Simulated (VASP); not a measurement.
# Sb (I4/mmm) in VASP: settings compared

Sb is run at these levels: PBEsol+D4, PBEsol; tasks: single point.

All numbers are computed with VASP 6.6.1; they aren't measurements. Logs are shortened: lines on timing, memory, paths and dates and some standing lists are left out, and cuts for length are marked.

## Step 1: The cell of the first run

It takes space group I4/mmm (No. 139, tetragonal). Conventional cell: a = 3.132 Å, b = 3.132 Å, c = 5.387 Å, α = 90.00°, β = 90.00°, γ = 90.00°. Sb (site symmetry 4/mmm) has 12 Sb at 3.13 to 3.49 Å within 4.1 Å.

## Step 2: Single point, PBEsol+D4 (volume scaled by 0.98)

Contents of INCAR:

```
PREC = Accurate ; ENCUT = 520
EDIFF = 1E-6 ; ISMEAR = 0
SIGMA = 0.01 ; LREAL = F
LASPH = T ; NELM = 80
ALGO = Normal ; ISIF = 2
LWAVE = F ; LCHARG = F
GGA = PS ; IVDW = 13
NBANDS = 8
```

Contents of KPOINTS:

```
Automatic mesh
0
Gamma
  12 12 12
```

Contents of POSCAR:

```
Sb
1.0
   -1.5659590577      1.5659590577      2.6937369538
    1.5659590577     -1.5659590577      2.6937369538
    1.5659590577      1.5659590577     -2.6937369538
Sb
1
Direct
    0.0000000000      0.0000000000      0.0000000000
```

Potentials or basis: VASP PAW PBE potentials, release 64 (Sb).

Launch:

```bash
> cat potpaw_PBE.64/Sb/POTCAR > POTCAR
> mpirun -np 1 vasp_std > vasp.out
```

OUTCAR:

```text
PREC = Accurate
   ENCUT = 520
   EDIFF = 1E-6
   ISMEAR = 0
   LREAL = F
   LASPH = T
   NELM = 80
   ISIF = 2
   GGA = PS
   IVDW = 13

 ion  position               nearest neighbor table
   1  0.000  0.000  0.000-

  LATTYP: Found a body centered tetragonal cell.
 ALAT       =     3.1319181154
 C/A-ratio  =     1.7201835135

  Lattice vectors:

 A1 = (  -1.5659590577,   1.5659590577,   2.6937369538)
 A2 = (   1.5659590577,  -1.5659590577,   2.6937369538)
 A3 = (   1.5659590577,   1.5659590577,  -2.6937369538)

Analysis of symmetry for initial positions (statically):
=====================================================================
 Subroutine PRICEL returns:
 Original cell was already a primitive cell.

 Routine SETGRP: Setting up the symmetry group for a
 body centered tetragonal supercell.

 Subroutine GETGRP returns: Found 16 space group operations
 (whereof 16 operations were pure point group operations)
 out of a pool of 16 trial point group operations.

The static configuration has the point symmetry D_4h.

Analysis of symmetry for dynamics (positions and initial velocities):
=====================================================================
 Subroutine PRICEL returns:
 Original cell was already a primitive cell.

 Routine SETGRP: Setting up the symmetry group for a
 body centered tetragonal supercell.

 Subroutine GETGRP returns: Found 16 space group operations
 (whereof 16 operations were pure point group operations)
 out of a pool of 16 trial point group operations.

The dynamic configuration has the point symmetry D_4h.

 Subroutine INISYM returns: Found 16 space group operations
 (whereof 16 operations are pure point group operations),
 and found     1 'primitive' translations

----------------------------------------------------------------------------------------

                                     Primitive cell

  volume of cell :      26.4226

  direct lattice vectors                    reciprocal lattice vectors
    -1.565959058  1.565959058  2.693736954     0.000000000  0.319293150  0.185615748
     1.565959058 -1.565959058  2.693736954     0.319293150  0.000000000  0.185615748
     1.565959058  1.565959058 -2.693736954     0.319293150  0.319293150  0.000000000

  length of vectors
     3.487215840  3.487215840  3.487215840     0.369325495  0.369325495  0.451548703

  position of ions in fractional coordinates (direct lattice)
     0.000000000  0.000000000  0.000000000

  ion indices of the primitive-cell ions
   primitive index   ion index
                 1           1

----------------------------------------------------------------------------------------

 KPOINTS: Automatic mesh

Automatic generation of k-mesh.
 Grid dimensions read from file:
 generate k-points for:   12   12   12

 Generating k-lattice:

  Cartesian coordinates                     Fractional coordinates (reciprocal lattice)
     0.000000000  0.026607762  0.015467979     0.083333333  0.000000000  0.000000000
     0.026607762  0.000000000  0.015467979     0.000000000  0.083333333  0.000000000
     0.026607762  0.026607762  0.000000000     0.000000000  0.000000000  0.083333333

  Length of vectors
     0.030777125  0.030777125  0.037629059

  Shift w.r.t. Gamma in fractional coordinates (k-lattice)
     0.000000000  0.000000000  0.000000000

 Subroutine IBZKPT returns following result:
 ===========================================

 Found    163 irreducible k-points:

 Following reciprocal coordinates:
            Coordinates               Weight
  0.000000  0.000000  0.000000      1.000000
  0.083333  0.000000  0.000000      8.000000
  0.166667  0.000000  0.000000      8.000000
  0.250000 -0.000000  0.000000      8.000000
  0.333333  0.000000  0.000000      8.000000
  0.416667 -0.000000  0.000000      8.000000
[... 16 lines left out ...]
  0.500000  0.166667 -0.000000     16.000000
 -0.416667  0.166667  0.000000     16.000000
 [... further k-points ...]
   k-points           NKPTS =    163   k-points in BZ     NKDIM =    163   number of bands    NBANDS=      8
   number of dos      NEDOS =    301   number of ions     NIONS =      1
   total plane-waves  NPLWV =  21952
   dimension x,y,z NGX =    28 NGY =   28 NGZ =   28
   dimension x,y,z NGXF=    56 NGYF=   56 NGZF=   56
   ions per type =               1
   NGX,Y,Z   is equivalent  to a cutoff of  13.35, 13.35, 13.35 a.u.
   NGXF,Y,Z  is equivalent  to a cutoff of  26.70, 26.70, 26.70 a.u.
 SYSTEM =  unknown system
   PREC   = accura    normal or accurate (medium, high low for compatibility)
   ISTART =      0    job   : 0-new  1-cont  2-samecut
   ICHARG =      2    charge: 1-file 2-atom 10-const
   ISPIN  =      1    spin polarized calculation?
   LNONCOLLINEAR =      F non collinear calculations
   LSORBIT =      F    spin-orbit coupling
   LASPH  =      T    aspherical Exc in radial PAW
   ENCUT  =  520.0 eV  38.22 Ry    6.18 a.u.   6.48  6.48  6.48*2*pi/ulx,y,z
   NELM   =     80;   NELMIN=  2; NELMDL= -5     # of ELM steps
   EDIFF  = 0.1E-05   stopping-criterion for ELM
   LREAL  =      F    real-space projection
   EDIFFG = 0.1E-04   stopping-criterion for IOM
   NSW    =      0    number of steps for IOM
   IBRION =     -1    ionic relax: 0-MD 1-quasi-New 2-CG
   NFREE  =      0    steps in history (QN), initial steepest desc. (CG)
   ISIF   =      2    stress and relaxation
   ISYM   =      2    0-nonsym 1-usesym 2-fastsym
   POTIM  = 0.5000    time-step for ionic-motion
   TEBEG  =    0.0;   TEEND  =   0.0 temperature during run
   PSTRESS=    0.0 pullay stress
   NELECT =       5.0000    total number of electrons
   NUPDOWN=      -1.0000    fix difference up-down
   EMIN   =  10.00;   EMAX   =-10.00  energy-range for DOS
   EFERMI =   0.00;   METHOD = LEGACY
   ISMEAR =     0;   SIGMA  =   0.01  broadening in eV -4-tet -1-fermi 0-gaus
   EFERMI_NEDOS =   21; number of points for ismear=-14 and -15
   IALGO  =     38    algorithm
   IMIX   =      4    mixing-type and parameters
     AMIX     =   0.40;   BMIX     =  1.00
     AMIX_MAG =   1.60;   BMIX_MAG =  1.00
  volume/ion in A,a.u.               =      26.42       178.31
  Fermi-wavevector in a.u.,A,eV,Ry     =   0.939881  1.776117 12.019062  0.883376
  Thomas-Fermi vector in A             =   2.067237
   LORBIT       =      0    0 simple, 1 ext, 2 COOP (PROOUT), +10 PAW based schemes
   GGA     = PS    functional components
   LHFCALC =     F    Hartree Fock is set to
   AEXX    =    0.0000 exact exchange contribution
   IVDW    =    13    specifies the selected vdW correction
   LEPSILON=     F    determine dielectric tensor
   LRPA    =     F    only Hartree local field effects (RPA)
 non-spin polarized calculation
 Gauss-broadening in eV      SIGMA  =   0.01
  energy-cutoff  :      520.00
  volume of cell :       26.42
 maximum number of plane-waves:       739
 NGX is ok and might be reduce to    28
   NGX = 13   NGY = 13   NGZ = 13

 number of electron       5.0000000 magnetization

 Free energy of the ion-electron system (eV)
  ---------------------------------------------------
  ext. energy  EPLUGINS =         0.00000000
  ---------------------------------------------------
  free energy    TOTEN  =        -4.31425158 eV

  energy without entropy =       -4.31410887  energy(sigma->0) =       -4.31418022

 E-fermi :   8.6689     XC(G=0): -10.4048

 val. band max:        8.5937247509   @ k =  -0.3333   0.3333   0.0000
 cond. band min:       8.6697388769   @ k =  -0.3333   0.5000   0.0833
 fundamental gap:      0.0760141259
 Fermi energy:         8.6689489481

 k-point     1 :       0.0000    0.0000    0.0000
  band No.  band energies     occupation
      1      -4.4890      2.00000
      2      13.4148      0.00000
      3      14.2077      0.00000
      4      14.2077      0.00000
      5      18.1166      0.00000
      6      19.2881      0.00000
      7      19.4078      0.00000
      8      19.4607      0.00000

 k-point     2 :       0.0833    0.0000    0.0000
  band No.  band energies     occupation
      1      -4.3469      2.00000
      2      12.6920      0.00000
      3      13.3297      0.00000
      4      14.1753      0.00000
      5      17.8165      0.00000
      6      18.4407      0.00000
      7      19.3128      0.00000
      8      19.6925      0.00000

 k-point     3 :       0.1667    0.0000    0.0000
  band No.  band energies     occupation
      1      -3.9224      2.00000
      2      10.3853      0.00000
      3      12.4808      0.00000
      4      14.1102      0.00000
      5      16.7014      0.00000
      6      18.2207      0.00000
      7      20.2686      0.00000
      8      20.3120      0.00000

 k-point     4 :       0.2500   -0.0000    0.0000
  band No.  band energies     occupation
      1      -3.2240      2.00000
      2       7.8798      2.00000
      3      11.6725      0.00000
      4      14.0695      0.00000
      5      15.8525      0.00000
      6      18.0844      0.00000
      7      20.8472      0.00000
      8      21.6280      0.00000

 k-point     5 :       0.3333    0.0000    0.0000
  band No.  band energies     occupation
      1      -2.2798      2.00000
      2       5.5578      2.00000
      3      11.0155      0.00000
      4      14.0799      0.00000
      5      15.2592      0.00000
      6      18.1681      0.00000
      7      20.2916      0.00000
      8      20.8365      0.00000
[... 177 lines left out ...]
 k-point    22 :       0.4167    0.1667    0.0000
  band No.  band energies     occupation
      1      -0.2672      2.00000
      2       3.5043      2.00000
      3       9.3934      0.00000
      4      10.9712      0.00000
      5      15.4447      0.00000
      6      17.1027      0.00000
      7      21.4163      0.00000
      8      22.6598      0.00000

 k-point    23 :       0.5000    0.1667   -0.0000
  band No.  band energies     occupation
      1      -0.2452      2.00000
      2       3.4605      2.00000
      3       9.5842      0.00000
      4      11.1970      0.00000
      5      15.1577      0.00000
      6      16.9783      0.00000
      7      20.8464      0.00000
      8      22.2891      0.00000

 k-point    24 :      -0.4167    0.1667    0.0000
  band No.  band energies     occupation
      1      -1.2171      2.00000
      2       4.9601      2.00000
      3       9.9532      0.00000
      4      11.5126      0.00000
      5      15.2729      0.00000
      6      17.0916      0.00000
      7      19.2020      0.00000
      8      22.5972      0.00000

 [... further k-points ...]

------------------------ aborting loop because EDIFF is reached ----------------------------------------

  DFT-D4 for vdW energy calculation

  Edisp (eV):   -0.33160

  FORCE on cell =-STRESS in cart. coord.  units (eV):
  Direction    XX          YY          ZZ          XY          YZ          ZX
  --------------------------------------------------------------------------------------
  -------------------------------------------------------------------------------------
  Total      -0.27450    -0.27450    -0.40587     0.00000     0.00000     0.00000
  in kB     -16.64448   -16.64448   -24.61063     0.00000     0.00000     0.00000
  external pressure =      -19.30 kB  Pullay stress =        0.00 kB

 VOLUME and BASIS-vectors are now :
 -----------------------------------------------------------------------------
  energy-cutoff  :      520.00
  volume of cell :       26.42
      direct lattice vectors                 reciprocal lattice vectors
    -1.565959058  1.565959058  2.693736954     0.000000000  0.319293150  0.185615748
     1.565959058 -1.565959058  2.693736954     0.319293150  0.000000000  0.185615748
     1.565959058  1.565959058 -2.693736954     0.319293150  0.319293150  0.000000000

 POSITION                                       TOTAL-FORCE (eV/Angst)
 -----------------------------------------------------------------------------------
      0.00000      0.00000      0.00000        -0.000000      0.000000      0.000000
 -----------------------------------------------------------------------------------
    total drift:                                0.000000      0.000000      0.000000

  FREE ENERGIE OF THE ION-ELECTRON SYSTEM (eV)
  ---------------------------------------------------
  free  energy   TOTEN  =        -4.6458503052 eV

  energy  without entropy=       -4.6457075898  energy(sigma->0) =       -4.64577895
```

Run time: 28 s. Hardware: 1 thread of Intel Xeon Platinum 8375C at 2.90GHz (Ice Lake), shared host; peak memory 0.18 GiB.

What came out:

| Quantity | Value |
| --- | --- |
| Free energy | -4.6459 eV |
| Pressure | -1.9 GPa |
| Dispersion energy per atom | -0.332 eV |

Stress tensor (GPa, compression positive):
```
-1.66  0.00  0.00
 0.00 -1.66  0.00
 0.00  0.00 -2.46
```

Levels at points of the mesh, in eV from the Fermi level:
```tsv
k point	band 1	band 2	band 3	band 4	band 5	band 6
(0.00, 0.00, 0.00)	-13.16	4.75	5.54	5.54	9.45	10.62
(0.50, 0.00, 0.00)	-9.22	-5.98	1.78	5.47	6.12	10.30
(0.50, 0.50, 0.00)	-6.65	-4.53	-1.07	0.55	3.40	4.31
(0.50, 0.50, 0.50)	-9.36	-5.85	2.11	2.11	5.88	6.11
```

Caveat: the cell differs from its parent crystal (volume scaled by 0.98); the PAW data sets were made with another functional, which shifts forces and pressure a little; spin-orbit coupling is left out, which moves the levels of the heavy elements; pairwise dispersion overbinds metals, which lowers pressure and volume.

## Step 3: Single point, PBEsol

This run uses another cell than the first one, of 26.96 Å³/atom, 1.020 times its volume.

Contents of INCAR:

```
SYSTEM = Sb
ALGO     = Normal         ! electronic algorithm
EDIFF    = 1E-7           ! SCF threshold, eV
ENCUT    = 520            ! plane-wave cutoff, eV
GGA      = PS             ! functional
ISIF     = 2              ! what is computed and relaxed
ISMEAR   = 0              ! smearing method
LASPH    = .TRUE.         ! aspherical terms in the spheres
LCHARG   = .TRUE.         ! write CHGCAR
LELF     = .TRUE.         ! ELF
LREAL    = .FALSE.        ! projectors in reciprocal space
LVHAR    = .TRUE.       
LWAVE    = .FALSE.        ! write WAVECAR
NBANDS   = 8              ! bands
NELM     = 80             ! most SCF steps
PREC     = Accurate       ! precision mode
SIGMA    = 0.05           ! smearing width, eV
```

Contents of KPOINTS:

```
k-points
0
G
  12 12 12
  0 0 0
```

Contents of POSCAR:

```
Sb
1.0
   -1.5765401831      1.5765401831      2.7119384313
    1.5765401831     -1.5765401831      2.7119384313
    1.5765401831      1.5765401831     -2.7119384313
Sb
1
Direct
    0.0000000000      0.0000000000      0.0000000000
```

Potentials or basis: VASP PAW PBE potentials, release 64 (Sb).

Launch:

```bash
> cat potpaw_PBE.64/Sb/POTCAR > POTCAR
> mpirun -np 1 vasp_std > vasp.out
```

Run time: 34 s. Hardware: 1 thread of Intel Xeon Platinum 8375C at 2.90GHz (Ice Lake), shared host; peak memory 0.17 GiB.

It converged, with:

```
Free energy : -4.3128 eV
Pressure    : -1.3 GPa
```

Stress tensor (GPa, compression positive):
```
-1.11  0.00  0.00
 0.00 -1.11  0.00
 0.00  0.00 -1.60
```

Levels at points of the mesh, in eV from the Fermi level:
| k point | band 1 | band 2 | band 3 | band 4 | band 5 | band 6 | band 7 | band 8 |
| --- | --- | --- | --- | --- | --- | --- | --- | --- |
| (0.00, 0.00, 0.00) | -12.97 | 4.63 | 5.42 | 5.42 | 9.40 | 10.64 | 10.65 | 10.75 |
| (0.50, 0.00, 0.00) | -9.15 | -5.83 | 1.76 | 5.36 | 6.10 | 10.20 | 10.45 | 10.75 |
| (0.50, 0.50, 0.00) | -6.67 | -4.41 | -1.03 | 0.57 | 3.43 | 4.35 | 15.75 | 15.89 |
| (0.50, 0.50, 0.50) | -9.29 | -5.69 | 2.10 | 2.10 | 5.89 | 6.07 | 18.25 | 18.26 |

Caveat: the PAW data sets were made with another functional, which shifts forces and pressure a little; spin-orbit coupling is left out, which moves the levels of the heavy elements.
